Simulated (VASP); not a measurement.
A run of VASP 6.6.1 is set up as follows.

The input INCAR:

```
SYSTEM = MnSb
ALGO = Normal
EDIFF = 1E-6
ENCUT = 680
GGA = PS
GGA_COMPAT = .False.
ISIF = 2
ISMEAR = -1
ISPIN = 2
LASPH = .True.
LCHARG = .True.
LDAU = .True.
LDAUJ = 0 0
LDAUL = -1 2
LDAUPRINT = 1
LDAUTYPE = 2
LDAUU = 0 2
LELF = .True.
LMAXMIX = 4
LORBIT = 11
LREAL = .False.
LVHAR = .True.
LWAVE = .False.
MAGMOM = 0 0 4 4
NBANDS = 42
NELM = 200
PREC = Accurate
SIGMA = 0.05
```

File KPOINTS:

```
k-points
0
Gamma
  7 7 5
  0 0 0
```

File POSCAR:

```
MnSb
1.0
    4.1500000000      0.0000000000      0.0000000000
   -2.0750000000      3.5940054257      0.0000000000
    0.0000000000      0.0000000000      5.7800000000
Sb Mn
2 2
Direct
    0.6666666667      0.3333333333      0.7500000000
    0.3333333333      0.6666666667      0.2500000000
    0.0000000000      0.0000000000      0.5000000000
    0.0000000000      0.0000000000      0.0000000000
```

Potentials or basis: VASP PAW PBE potentials, release 64 (Sb_d_GW, Mn_sv).

Command:

```sh
$ cat potpaw_PBE.64/Sb_d_GW/POTCAR potpaw_PBE.64/Mn_sv/POTCAR > POTCAR
$ mpirun -np 1 vasp_std > vasp.out
```

(1) Predict the site moments.

(2) What does it give for the net moment?

(3) What does it give for the pressure?

Results:

(1) Sb -0.17; Mn +3.72 μB.

(2) 7.55 μB per cell.

(3) -1.4 GPa.

Caveat: the PAW data sets were made with another functional, which shifts forces and pressure a little; the U is typed as a test and isn't derived for this compound.
